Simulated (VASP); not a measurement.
Runs of VASP 6.6.1 on As. The typed cell holds 1 atom: a = 2.999 Å, b = 2.598 Å, c = 2.582 Å, α = 78.73°, β = 76.84°, γ = 93.49°. 

```tsv
level	spin	k mesh	share of exact exchange	gap on the mesh (eV)	pressure (GPa)
HF	off	5 × 5 × 6	1	none	5.2
r2SCAN-based global hybrid with 50 % exact exchange	off	5 × 6 × 6	0.5	none	(a)
r2SCAN-based global hybrid with 35 % exact exchange	off	5 × 6 × 6	0.35	none	0.9
PBE0	non-collinear, zero start, SOC	4 × 4 × 5	0.25	-	2.6
```

Alike in all rows: task single point; potentials or basis VASP PAW PBE potentials, release 64 (As); cell as given; cutoff (eV) 520; smearing fermi-dirac 0.05 eV.

Q: Estimate the missing entries.

A: (a) -1.2.

Caveats: all runs use coarse meshes; the PAW data sets were made with another functional, which shifts forces and pressure a little.

A k mesh can miss the band edges, and rows without SOC leave out spin-orbit coupling on As.

A gap of «none» marks levels without a gap at the run's occupations.
